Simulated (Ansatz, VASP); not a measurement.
## One calculation of Rh, two programs

The input INCAR:

```
  ALGO = Fast
  EDIFF = 1E-7
  ENCUT = 520
  ISIF = 2
  ISMEAR = 0
  LASPH = True
  LCHARG = False
  LREAL = False
  LWAVE = False
  NBANDS = 14
  NELM = 80
  PREC = Accurate
  SIGMA = 0.15
```

KPOINTS

```
k-points
0
Gamma
  22 22 22
```

POSCAR

```
Rh
1.0
    0.0000000000      2.0805648412      1.5277587629
    2.0805648412      0.0000000000      1.5277587629
    2.0805648412      2.0805648412      0.0000000000
Rh
1
Direct
    0.0000000000      0.0000000000      0.0000000000
```

Input for Ansatz:

```yaml
crystal:
  lattice:
    - [0.0, 2.0805648412, 1.5277587629]
    - [2.0805648412, 0.0, 1.5277587629]
    - [2.0805648412, 2.0805648412, 0.0]
  atoms:
    - { symbol: Rh, position: [0.0, 0.0, 0.0] }
basis:
  ecutwfc: 420
kpoints:
  mp_grid: { grid: [22, 22, 22] }
hamiltonian:
  xc: lda
  pseudopotentials: { kind: paw, azcp: { folder: soft_1 } }
scf:
  occupations: { method: gaussian, width: 0.15 }
output:
  forces: true
  stress: true
  eigenvalues: true
  write_density: true
  write_potential: true
  elf: true
  volumetric_format: npy
```

Alike in both runs: task single point; functional LDA; k mesh 22 × 22 × 22; occupations gaussian, width 0.15 eV; no spin polarisation.

|  | VASP | Ansatz |
| --- | --- | --- |
| version | VASP 6.6.1 | Ansatz 0.2.0 |
| potentials or method | VASP PAW LDA potentials, release 64 (Rh_pv), cutoff 520 eV | scalar-relativistic, plane waves, PAW |
| valence electrons in the cell | 15 | 17 |

|  | VASP | Ansatz | Ansatz less VASP |
| --- | --- | --- | --- |
| gap on the k mesh at the Fermi level (eV) | none | none | - |
| pressure (GPa) | 9.0 | 8.2 | -0.78 |
| traceless stress, the component that is largest in VASP (GPa) | 9.27 | 9.34 | +0.076 |

Ansatz warns that its potentials were made for another functional, while VASP's fit it. LDA's correlation is that of Perdew and Zunger in VASP and of Perdew and Wang (1992) in Ansatz. A gap of «none» marks a metal or a gap that the smearing closes. VASP's potentials hold 15 valence electrons a cell and Ansatz's 17, so a difference there can come from the potentials and not from the codes.
